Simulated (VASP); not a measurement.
A run of VASP 6.6.1 is set up as follows.

The input INCAR:

```
  ALGO = Normal
  EDIFF = 1E-6
  ENCUT = 520
  GGA = PS
  ISIF = 2
  ISMEAR = -1
  LASPH = True
  LCHARG = True
  LELF = True
  LREAL = False
  LVHAR = True
  LWAVE = False
  NBANDS = 21
  NELM = 100
  PREC = Accurate
  SIGMA = 0.05
```

The input KPOINTS:

```
k-points
0
Gamma
  12 12 7
```

POSCAR

```
Pb
1.0
    3.4683618054      0.0000000000      0.0000000000
   -1.7341809027      3.0036894329      0.0000000000
    0.0000000000      0.0000000000      5.5713042082
Pb
2
Direct
    0.3333333333      0.6666666667      0.2500000000
    0.6666666667      0.3333333333      0.7500000000
```

Potentials or basis: VASP PAW PBE potentials, release 64 (Pb_d).

Launch:

```bash
$ cat potpaw_PBE.64/Pb_d/POTCAR > POTCAR
$ mpirun -np 1 vasp_std > vasp.out
```

(1) Predict the band gap on the k mesh.

(2) Predict the pressure.

Answers

(1) zero (bands 14 and 15 overlap by 7.80 eV).

(2) 1.3 GPa.

Caveat: the PAW data sets were made with another functional, which shifts forces and pressure a little; spin-orbit coupling is left out, which moves the levels of the heavy elements.
